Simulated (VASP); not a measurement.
Runs of VASP 6.6.1 on ZnCu. The structure is that of space group Pm-3m (No. 221), or close to it. The cells are those of the table. 

| task | level | potentials or basis | cell | cutoff (eV) | gap on the mesh (eV) | pressure (GPa) | relaxed volume (Å³/atom) |
| --- | --- | --- | --- | --- | --- | --- | --- |
| relaxation of the atoms | r2SCAN | VASP PAW PBE potentials, release 64 (Zn, Cu) | atoms relaxed from a = 2.880 Å, 2 atoms | 520 | none | 6.6 | - |
| relaxation of cell and atoms | PBEsol | VASP PAW PBE potentials, release 64 (Zn, Cu) | relaxed from a = 2.945 Å, 2 atoms | 600 | none | 0.0 | (a) |
| relaxation of cell and atoms | r2SCAN | VASP PAW PBE potentials, release 64 (Zn, Cu) | relaxed from a = 2.945 Å, 2 atoms | 600 | none | 0.0 | 12.48 |
| relaxation of cell and atoms | LDA | VASP PAW LDA potentials, release 64 (Zn, Cu) | relaxed from a = 2.945 Å, 2 atoms | 600 | none | 0.0 | 11.88 |
| relaxation of the atoms | r2SCAN | VASP PAW PBE potentials, release 64 (Zn, Cu) | atoms relaxed from a = 2.860 Å, 2 atoms | 520 | none | 10.4 | - |

Alike in all rows: no spin polarisation; k mesh 11 × 11 × 11; smearing fermi-dirac 0.1 eV.

Problem. Fill in the values left out.

Solution. (a) 12.36.

Caveats: the PAW data sets were made with another functional, which shifts forces and pressure a little (at least some runs); the relaxation stopped at its first step, so nothing moved (at least some runs).

A gap of «none» marks levels without a gap at the run's occupations.
